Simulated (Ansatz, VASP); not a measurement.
## Sn in VASP and in Ansatz

```
Sn
1.0
    -1.89465    1.89465    1.89465
     1.89465   -1.89465    1.89465
     1.89465    1.89465   -1.89465
Sn
1
Direct
  0.00000 0.00000 0.00000
```

Alike in both runs: task single point; functional r2SCAN; k mesh 6 × 6 × 6; no spin polarisation.

|  | VASP | Ansatz |
| --- | --- | --- |
| version | VASP 6.6.1 | Ansatz 0.2.0 |
| potentials or method | VASP PAW PBE potentials, release 64 (Sn_d), cutoff 550 eV | scalar-relativistic, plane waves, PAW |
| occupations | tetrahedron | tetrahedron-uncorrected |
| valence electrons in the cell | 14 | 14 |

```csv
,VASP,Ansatz,Ansatz less VASP
gap on the k mesh at the Fermi level (eV),none,none,-
pressure (GPa),3.0,2.6,-0.40
```

VASP's potentials were made for PBE, not for r2SCAN. A gap of «none» marks a metal or a gap that the smearing closes. Ansatz's warnings: band table not solved further.

The k mesh is coarse, so the values compare programs but aren't converged.
